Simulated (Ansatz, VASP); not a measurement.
**NaCl in VASP and in Ansatz**

POSCAR

```
NaCl
1.0
    0.0000000000      2.7940632177      2.7940632177
    2.7940632177      0.0000000000      2.7940632177
    2.7940632177      2.7940632177      0.0000000000
Cl Na
1 1
Direct
    0.5000000000      0.5000000000      0.5000000000
    0.0000000000      0.0000000000      0.0000000000
```

The input INCAR.step1:

```
  ALGO = Normal
  EDIFF = 1E-5
  ENCUT = 400
  GGA = PE
  GGA_COMPAT = False
  ISIF = 2
  ISMEAR = 0
  LASPH = True
  LCHARG = False
  LREAL = False
  LWAVE = True
  NBANDS = 14
  NELM = 120
  PREC = Accurate
  SIGMA = 0.01
```

INCAR.step2

```
  AEXX = 0.25
  ALGO = Normal
  EDIFF = 1E-6
  ENCUT = 400
  GGA = PE
  GGA_COMPAT = False
  ISIF = 2
  ISMEAR = 0
  ISTART = 1
  LASPH = True
  LCHARG = False
  LHFCALC = True
  LREAL = False
  LWAVE = False
  NBANDS = 14
  NELM = 120
  PREC = Accurate
  PRECFOCK = Normal
  SIGMA = 0.01
```

File KPOINTS:

```
k-points
0
Gamma
  6 6 6
```

File input:

```
crystal:
  lattice:
    - [0.0, 2.7940632177, 2.7940632177]
    - [2.7940632177, 0.0, 2.7940632177]
    - [2.7940632177, 2.7940632177, 0.0]
  atoms:
    - { symbol: Cl, position: [0.5, 0.5, 0.5] }
    - { symbol: Na, position: [0.0, 0.0, 0.0] }
kpoints:
  mp_grid: { grid: [6, 6, 6] }
  band_path:
    path:
      - [0.0, 0.0, 0.0]
      - [0.5, 0.0, 0.5]
      - [0.625, 0.25, 0.625]
      - [0.375, 0.375, 0.75]
      - [0.5, 0.5, 0.5]
      - [0.5, 0.25, 0.75]
    npoints: 1
hamiltonian:
  xc: pbe0
scf:
  occupations: { method: fixed }
  n_extra_bands: 4
output:
  forces: true
  stress: true
  eigenvalues: true
  write_density: true
  write_potential: true
  elf: true
  volumetric_format: npy
```

Alike in both runs: functional PBE0; k mesh 6 × 6 × 6; no spin polarisation.

|  | VASP | Ansatz |
| --- | --- | --- |
| version | VASP 6.6.1 | Ansatz 0.2.0 |
| potentials or method | VASP PAW PBE potentials, release 64 (Cl, Na_pv) | Ansatz PAW |
| plane-wave cutoff (eV) | 400 | 420 |
| occupations | gaussian, width 0.01 eV | fixed |
| valence electrons in the cell | 14 | 16 |
| task | single point | band structure |

|  | VASP | Ansatz | Ansatz less VASP |
| --- | --- | --- | --- |
| gap on the k mesh at the Fermi level (eV) | 7.32 | 7.32 | +0.004 |
| least direct gap on the mesh (eV) | 7.32 | 7.32 | +0.004 |
| pressure (GPa) | 0.7 | 0.9 | +0.15 |

VASP's potentials hold 14 valence electrons a cell and Ansatz's 16, so a difference there can come from the potentials and not from the codes.
